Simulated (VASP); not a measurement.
Runs of VASP 6.6.1 on Ge. It takes space group Fd-3m (No. 227, cubic). The conventional cell has a = 5.630 Å, b = 5.630 Å, c = 5.630 Å, α = 90.00°, β = 90.00°, γ = 90.00°. Ge (site symmetry -43m) has 4 Ge at 2.44 Å within 3.2 Å. 

```csv
smearing,gap on the mesh (eV),pressure (GPa)
methfessel-paxton 0.03 eV,none,-0.1
fermi-dirac 0.3 eV,none,0.2
gaussian 0.2 eV,none,-0.1
gaussian 0.6 eV,none,0.1
fermi-dirac 1 eV,none,4.9
methfessel-paxton 0.01 eV,none,-0.1
gaussian 1 eV,none,(b)
gaussian 0.03 eV,none,-0.1
fermi-dirac 0.6 eV,none,(a)
gaussian 0.1 eV,none,-0.1
gaussian 0.3 eV,none,0.0
gaussian 0.01 eV,none,-0.1
```

Alike in all rows: task single point; level LDA; potentials or basis VASP PAW LDA potentials, release 64 (Ge_d); no spin polarisation; cell as given; k mesh 10 × 10 × 10; cutoff (eV) 520.

Question: Estimate the missing entries.

Answer: (a) 1.5; (b) 0.4.

Caveats: semilocal functionals underestimate gaps, and a narrow one can read as zero; so wide a smearing shifts energies and pressures (at least some runs); the cell stands under pressure (at least some runs).

A k mesh can miss the band edges, and the runs leave out spin-orbit coupling on Ge.

A gap of «none» marks levels without a gap at the run's occupations.
